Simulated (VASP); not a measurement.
# BaTiO3 (P4/mmm) in VASP: single point with PBEsol

Aim: the single point of BaTiO3 with PBEsol.

Program: VASP 6.6.1. These are calculated values, not measurements. Logs are shortened: lines on timing, memory, paths and dates and some standing lists are left out, and cuts for length are marked.

### 1 The cell of the first run

It takes space group P4/mmm (No. 123, tetragonal). Conventional cell: a = 3.950 Å, b = 3.950 Å, c = 4.049 Å, α = 90.00°, β = 90.00°, γ = 90.00°. Ba (site symmetry 4/mmm) has 12 O at 2.79 to 2.83 Å and 8 Ti at 3.45 Å within 3.7 Å. Ti (site symmetry 4/mmm) has 6 O at 1.98 to 2.02 Å within 2.6 Å. O (site symmetry 4/mmm) has 2 Ti at 2.02 Å and 4 Ba at 2.79 Å and 8 O at 2.83 Å within 2.9 Å. O (site symmetry mmm) has 2 Ti at 1.98 Å within 2.6 Å.

### 2 Single point, PBEsol (uniaxial strain along a: +2.0 %, then relaxed in part)

INCAR

```
SYSTEM = BaTiO3
ALGO = Normal
EDIFF = 1E-6
ENCUT = 1340
GGA = PS
GGA_COMPAT = .False.
ISIF = 2
ISMEAR = 0
LASPH = .True.
LCHARG = .False.
LREAL = .False.
LWAVE = .False.
NBANDS = 28
NELM = 120
PREC = Accurate
SIGMA = 0.02
```

KPOINTS

```
k-points
0
Gamma
  8 8 8
  0 0 0
```

POSCAR

```
BaTiO3
1.0
    4.0492667190      0.0000000000      0.0000000000
    0.0000000000      3.9501830643      0.0000000000
    0.0000000000      0.0000000000      3.9501830643
Ba Ti O
1 1 3
Direct
    0.5000000000      0.5000000000      0.5000000000
    0.0000000000      0.0000000000      0.0000000000
    0.5000000000      0.0000000000      0.0000000000
    0.0000000000      0.5000000000      0.0000000000
    0.0000000000      0.0000000000      0.5000000000
```

Potentials or basis: VASP PAW PBE potentials, release 64 (Ba_sv, Ti_sv, O_h).

Launch:

```sh
cat potpaw_PBE.64/Ba_sv/POTCAR potpaw_PBE.64/Ti_sv/POTCAR potpaw_PBE.64/O_h/POTCAR > POTCAR
mpirun -np 1 vasp_std > vasp.out
```

OUTCAR:

```text
SYSTEM = BaTiO3
   EDIFF = 1E-6
   ENCUT = 1340
   GGA = PS
   ISIF = 2
   ISMEAR = 0
   LASPH = .True.
   LREAL = .False.
   NELM = 120
   PREC = Accurate

 ion  position               nearest neighbor table
   1  0.500  0.500  0.500-   3 2.79   3 2.79   3 2.79   3 2.79   4 2.83   5 2.83   5 2.83   4 2.83
                             4 2.83   5 2.83   4 2.83   5 2.83   2 3.45   2 3.45   2 3.45   2 3.45
   2  0.000  0.000  0.000-   4 1.98   5 1.98   5 1.98   4 1.98   3 2.02   3 2.02   1 3.45   1 3.45
                             1 3.45   1 3.45   1 3.45   1 3.45   1 3.45   1 3.45
   3  0.500  0.000  0.000-   2 2.02   2 2.02   1 2.79   1 2.79   1 2.79   1 2.79
   4  0.000  0.500  0.000-   2 1.98   2 1.98   1 2.83   1 2.83   1 2.83   1 2.83
   5  0.000  0.000  0.500-   2 1.98   2 1.98   1 2.83   1 2.83   1 2.83   1 2.83

  LATTYP: Found a simple tetragonal cell.
 ALAT       =     3.9501830643
 C/A-ratio  =     1.0250833070

  Lattice vectors:

 A1 = (   0.0000000000,   3.9501830643,   0.0000000000)
 A2 = (   0.0000000000,   0.0000000000,   3.9501830643)
 A3 = (   4.0492667190,   0.0000000000,   0.0000000000)

Analysis of symmetry for initial positions (statically):
=====================================================================
 Subroutine PRICEL returns:
 Original cell was already a primitive cell.

 Routine SETGRP: Setting up the symmetry group for a
 simple tetragonal supercell.

 Subroutine GETGRP returns: Found 16 space group operations
 (whereof 16 operations were pure point group operations)
 out of a pool of 16 trial point group operations.

The static configuration has the point symmetry D_4h.

Analysis of symmetry for dynamics (positions and initial velocities):
=====================================================================
 Subroutine PRICEL returns:
 Original cell was already a primitive cell.

 Routine SETGRP: Setting up the symmetry group for a
 simple tetragonal supercell.

 Subroutine GETGRP returns: Found 16 space group operations
 (whereof 16 operations were pure point group operations)
 out of a pool of 16 trial point group operations.

The dynamic configuration has the point symmetry D_4h.

 Subroutine INISYM returns: Found 16 space group operations
 (whereof 16 operations are pure point group operations),
 and found     1 'primitive' translations

----------------------------------------------------------------------------------------

                                     Primitive cell

  volume of cell :      63.1845

  direct lattice vectors                    reciprocal lattice vectors
     4.049266719  0.000000000  0.000000000     0.246958294  0.000000000  0.000000000
     0.000000000  3.950183064  0.000000000     0.000000000  0.253152824  0.000000000
     0.000000000  0.000000000  3.950183064     0.000000000  0.000000000  0.253152824

  length of vectors
     4.049266719  3.950183064  3.950183064     0.246958294  0.253152824  0.253152824

  position of ions in fractional coordinates (direct lattice)
     0.500000000  0.500000000  0.500000000
     0.000000000  0.000000000  0.000000000
     0.500000000  0.000000000  0.000000000
     0.000000000  0.500000000  0.000000000
     0.000000000  0.000000000  0.500000000

  ion indices of the primitive-cell ions
   primitive index   ion index
                 1           1
                 2           2
                 3           3
                 4           4
                 5           5

----------------------------------------------------------------------------------------

 KPOINTS: k-points

Automatic generation of k-mesh.
 Grid dimensions read from file:
 generate k-points for:    8    8    8

 Generating k-lattice:

  Cartesian coordinates                     Fractional coordinates (reciprocal lattice)
     0.030869787  0.000000000  0.000000000     0.125000000  0.000000000  0.000000000
     0.000000000  0.031644103  0.000000000     0.000000000  0.125000000  0.000000000
     0.000000000  0.000000000  0.031644103     0.000000000  0.000000000  0.125000000

  Length of vectors
     0.030869787  0.031644103  0.031644103

  Shift w.r.t. Gamma in fractional coordinates (k-lattice)
     0.000000000  0.000000000  0.000000000

 Subroutine IBZKPT returns following result:
 ===========================================

 Found     75 irreducible k-points:

 Following reciprocal coordinates:
            Coordinates               Weight
  0.000000  0.000000  0.000000      1.000000
  0.125000  0.000000  0.000000      2.000000
  0.250000  0.000000  0.000000      2.000000
  0.375000  0.000000  0.000000      2.000000
  0.500000  0.000000  0.000000      1.000000
  0.000000  0.125000  0.000000      4.000000
[... 16 lines left out ...]
  0.250000  0.500000  0.000000      4.000000
  0.375000  0.500000  0.000000      4.000000
 [... further k-points ...]
   k-points           NKPTS =     75   k-points in BZ     NKDIM =     75   number of bands    NBANDS=     28
   number of dos      NEDOS =    301   number of ions     NIONS =      5
   total plane-waves  NPLWV = 110592
   dimension x,y,z NGX =    48 NGY =   48 NGZ =   48
   dimension x,y,z NGXF=    96 NGYF=   96 NGZF=   96
   ions per type =               1   1   3
   NGX,Y,Z   is equivalent  to a cutoff of  19.71, 20.20, 20.20 a.u.
   NGXF,Y,Z  is equivalent  to a cutoff of  39.41, 40.40, 40.40 a.u.
 SYSTEM =  BaTiO3
   PREC   = accura    normal or accurate (medium, high low for compatibility)
   ISTART =      0    job   : 0-new  1-cont  2-samecut
   ICHARG =      2    charge: 1-file 2-atom 10-const
   ISPIN  =      1    spin polarized calculation?
   LNONCOLLINEAR =      F non collinear calculations
   LSORBIT =      F    spin-orbit coupling
   LASPH  =      T    aspherical Exc in radial PAW
   ENCUT  = 1340.0 eV  98.49 Ry    9.92 a.u.  12.09 11.79 11.79*2*pi/ulx,y,z
   NELM   =    120;   NELMIN=  2; NELMDL= -5     # of ELM steps
   EDIFF  = 0.1E-05   stopping-criterion for ELM
   LREAL  =      F    real-space projection
   EDIFFG = 0.1E-04   stopping-criterion for IOM
   NSW    =      0    number of steps for IOM
   IBRION =     -1    ionic relax: 0-MD 1-quasi-New 2-CG
   NFREE  =      0    steps in history (QN), initial steepest desc. (CG)
   ISIF   =      2    stress and relaxation
   ISYM   =      2    0-nonsym 1-usesym 2-fastsym
   POTIM  = 0.5000    time-step for ionic-motion
   TEBEG  =    0.0;   TEEND  =   0.0 temperature during run
   PSTRESS=    0.0 pullay stress
   NELECT =      40.0000    total number of electrons
   NUPDOWN=      -1.0000    fix difference up-down
   EMIN   =  10.00;   EMAX   =-10.00  energy-range for DOS
   EFERMI =   0.00;   METHOD = LEGACY
   ISMEAR =     0;   SIGMA  =   0.02  broadening in eV -4-tet -1-fermi 0-gaus
   EFERMI_NEDOS =   21; number of points for ismear=-14 and -15
   IALGO  =     38    algorithm
   IMIX   =      4    mixing-type and parameters
     AMIX     =   0.40;   BMIX     =  1.00
     AMIX_MAG =   1.60;   BMIX_MAG =  1.00
  volume/ion in A,a.u.               =      12.64        85.28
  Fermi-wavevector in a.u.,A,eV,Ry     =   1.405695  2.656379 26.884833  1.975980
  Thomas-Fermi vector in A             =   2.528131
   LORBIT       =      0    0 simple, 1 ext, 2 COOP (PROOUT), +10 PAW based schemes
   GGA     = PS    functional components
   LHFCALC =     F    Hartree Fock is set to
   AEXX    =    0.0000 exact exchange contribution
   IVDW    =     0    specifies the selected vdW correction
   LEPSILON=     F    determine dielectric tensor
   LRPA    =     F    only Hartree local field effects (RPA)
 non-spin polarized calculation
 Gauss-broadening in eV      SIGMA  =   0.02
  energy-cutoff  :     1340.00
  volume of cell :       63.18
 maximum number of plane-waves:      7088
   NGX = 25   NGY = 23   NGZ = 23

 number of electron      40.0000002 magnetization

 Free energy of the ion-electron system (eV)
  ---------------------------------------------------
  ext. energy  EPLUGINS =         0.00000000
  ---------------------------------------------------
  free energy    TOTEN  =       -41.98849479 eV

  energy without entropy =      -41.98849479  energy(sigma->0) =      -41.98849479

 E-fermi :   4.3859     XC(G=0): -11.5993

 val. band max:        4.2042943531   @ k =   0.5000   0.5000   0.5000
 cond. band min:       5.8825921678   @ k =   0.0000   0.0000   0.0000
 fundamental gap:      1.6782978147
 Fermi energy:         4.3859008621

 k-point     1 :       0.0000    0.0000    0.0000
  band No.  band energies     occupation
      1     -52.1381      2.00000
      2     -28.4752      2.00000
      3     -28.4752      2.00000
      4     -28.4627      2.00000
      5     -20.5569      2.00000
      6     -12.6961      2.00000
[... 20 lines left out ...]
     27       9.2307      0.00000
     28      11.5265      0.00000

 k-point     2 :       0.1250    0.0000    0.0000
  band No.  band energies     occupation
      1     -52.1380      2.00000
      2     -28.4749      2.00000
      3     -28.4749      2.00000
      4     -28.4696      2.00000
      5     -20.5397      2.00000
      6     -12.7267      2.00000
[... 20 lines left out ...]
     27       9.5238      0.00000
     28      11.8873      0.00000

 k-point     3 :       0.2500    0.0000    0.0000
  band No.  band energies     occupation
      1     -52.1377      2.00000
      2     -28.4863      2.00000
      3     -28.4743      2.00000
      4     -28.4743      2.00000
      5     -20.4978      2.00000
      6     -12.8290      2.00000
[... 20 lines left out ...]
     27      10.2958      0.00000
     28      12.6466      0.00000

 k-point     4 :       0.3750    0.0000    0.0000
  band No.  band energies     occupation
      1     -52.1374      2.00000
      2     -28.5030      2.00000
      3     -28.4736      2.00000
      4     -28.4736      2.00000
      5     -20.4551      2.00000
      6     -12.9538      2.00000
[... 20 lines left out ...]
     27      11.2142      0.00000
     28      12.5155      0.00000

 k-point     5 :       0.5000    0.0000    0.0000
  band No.  band energies     occupation
      1     -52.1373      2.00000
      2     -28.5098      2.00000
      3     -28.4734      2.00000
      4     -28.4734      2.00000
      5     -20.4371      2.00000
      6     -13.0089      2.00000
[... 20 lines left out ...]
     27      11.6639      0.00000
     28      12.4606      0.00000

 k-point     6 :       0.0000    0.1250    0.0000
  band No.  band energies     occupation
      1     -52.1380      2.00000
      2     -28.4846      2.00000
      3     -28.4748      2.00000
      4     -28.4623      2.00000
      5     -20.5367      2.00000
      6     -12.6940      2.00000
[... 463 lines left out ...]
      5     -20.4157      2.00000
      6     -12.9216      2.00000
[... 20 lines left out ...]
     27      11.8154      0.00000
     28      12.3264      0.00000

 k-point    22 :       0.1250    0.5000    0.0000
  band No.  band energies     occupation
      1     -52.1368      2.00000
      2     -28.5385      2.00000
      3     -28.4724      2.00000
      4     -28.4668      2.00000
      5     -20.4054      2.00000
      6     -12.8547      2.00000
[... 20 lines left out ...]
     27      12.1124      0.00000
     28      12.5782      0.00000

 k-point    23 :       0.2500    0.5000    0.0000
  band No.  band energies     occupation
      1     -52.1365      2.00000
      2     -28.5373      2.00000
      3     -28.4829      2.00000
      4     -28.4718      2.00000
      5     -20.3803      2.00000
      6     -12.6824      2.00000
[... 20 lines left out ...]
     27      12.7520      0.00000
     28      12.9626      0.00000

 k-point    24 :       0.3750    0.5000    0.0000
  band No.  band energies     occupation
      1     -52.1362      2.00000
      2     -28.5360      2.00000
      3     -28.4990      2.00000
      4     -28.4712      2.00000
      5     -20.3548      2.00000
      6     -12.4860      2.00000
[... 20 lines left out ...]
     27      12.2091      0.00000
     28      13.8258      0.00000

 [... further k-points ...]

------------------------ aborting loop because EDIFF is reached ----------------------------------------

  FORCE on cell =-STRESS in cart. coord.  units (eV):
  Direction    XX          YY          ZZ          XY          YZ          ZX
  --------------------------------------------------------------------------------------
  -------------------------------------------------------------------------------------
  Total       -1.2196912      0.7402179      0.7402179      0.0000000      0.0000000      0.0000000
  in kB      -30.9278441     18.7697854     18.7697854      0.0000000      0.0000000      0.0000000
  external PRESSURE =       2.2039089 kB  Pullay stress =       0.0000000 kB

 VOLUME and BASIS-vectors are now :
 -----------------------------------------------------------------------------
  energy-cutoff  :     1340.00
  volume of cell :       63.18
      direct lattice vectors                 reciprocal lattice vectors
     4.049266719  0.000000000  0.000000000     0.246958294  0.000000000  0.000000000
     0.000000000  3.950183064  0.000000000     0.000000000  0.253152824  0.000000000
     0.000000000  0.000000000  3.950183064     0.000000000  0.000000000  0.253152824

 POSITION                                       TOTAL-FORCE (eV/Angst)
 -----------------------------------------------------------------------------------
      2.02463      1.97509      1.97509         0.000000      0.000000      0.000000
      0.00000      0.00000      0.00000         0.000000      0.000000      0.000000
      2.02463      0.00000      0.00000         0.000000      0.000000      0.000000
      0.00000      1.97509      0.00000         0.000000      0.000000      0.000000
      0.00000      0.00000      1.97509         0.000000      0.000000      0.000000
 -----------------------------------------------------------------------------------
    total drift:                                0.000000      0.000000      0.000000

  FREE ENERGIE OF THE ION-ELECTRON SYSTEM (eV)
  ---------------------------------------------------
  free  energy   TOTEN  =       -41.9884947867 eV

  energy  without entropy=      -41.9884947867  energy(sigma->0) =      -41.98849479
```

Wall time 14 min (1 thread of Intel Xeon Platinum 8259CL at 2.50GHz (Skylake/Cascade Lake), shared host); peak memory 0.7 GiB.

What came out:

```
Free energy            : -41.9885 eV
Pressure               : 0.2 GPa
Band gap on the k mesh : 1.68 eV (least direct gap 1.83 eV)
```

Stress tensor (GPa, compression positive):
```
-3.09  0.00  0.00
 0.00  1.88  0.00
 0.00  0.00  1.88
```

Levels at points of the mesh, in eV from the valence-band top:
```csv
k point,band 16,band 17,band 18,band 19,band 20,band 21,band 22,band 23,band 24,band 25
"(0.00, 0.00, 0.00)",-1.14,-1.14,-0.19,-0.15,-0.15,1.68,1.68,1.72,3.90,4.10
"(0.50, 0.00, 0.00)",-2.04,-1.73,-1.73,-0.74,-0.74,1.88,3.39,3.39,4.11,5.97
"(0.00, 0.50, 0.00)",-2.00,-2.00,-2.00,-0.78,-0.75,1.86,3.60,3.61,3.96,6.11
"(0.50, 0.50, 0.00)",-2.71,-1.77,-0.99,-0.97,-0.17,3.40,3.61,3.92,4.95,7.68
"(0.00, 0.50, 0.50)",-2.94,-1.77,-0.76,-0.76,-0.08,3.61,3.61,4.05,4.70,7.90
"(0.50, 0.50, 0.50)",-2.38,-2.38,-0.05,-0.05,0.00,4.20,4.20,4.31,6.61,6.61
```

Caveat: the cell differs from its parent crystal (uniaxial strain along a: +2.0 %, then relaxed in part); the PAW data sets were made with another functional, which shifts forces and pressure a little; spin-orbit coupling is left out, which moves the levels of the heavy elements. A k mesh can miss the band edges.
